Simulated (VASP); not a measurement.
SnS2, 3 atoms in the cell. Symmetry: P-3m1, No. 164, trigonal system. The conventional cell has a = 3.661 Å, b = 3.661 Å, c = 5.962 Å, α = 90.00°, β = 90.00°, γ = 120.00°. Sn (site symmetry -3m) has 6 S at 2.57 Å within 3.4 Å. S (site symmetry 3m) has 3 Sn at 2.57 Å within 3.4 Å. 

```yaml
Program: VASP 6.6.1
Task: single point
Functional: PBE
Potentials_or_basis: VASP PAW PBE potentials, release 64 (Sn_d, S)
Cutoff: 500 eV
k_mesh: 6 × 6 × 4
Occupations: gaussian, width 0.01 eV
Spin: no spin polarisation
Dipole_correction: no
Further_INCAR_settings: ALGO = Normal; EDIFF = 1e-06; NBANDS = 20
```

Potentials or basis: VASP PAW PBE potentials, release 64 (Sn_d, S).

The run is started by

```bash
$ cat potpaw_PBE.64/Sn_d/POTCAR potpaw_PBE.64/S/POTCAR > POTCAR
$ mpirun -np 1 vasp_std > vasp.out
```

Hardware: 1 thread of Intel(R) Xeon(R) 6975P-C (Granite Rapids), on a shared host.

Estimate the wall time of this run.

Wall time 13 s on 1 thread of Intel(R) Xeon(R) 6975P-C (Granite Rapids), with other jobs on the host, peak memory 0.19 GiB. Counts: scf iterations 12, k points 24.
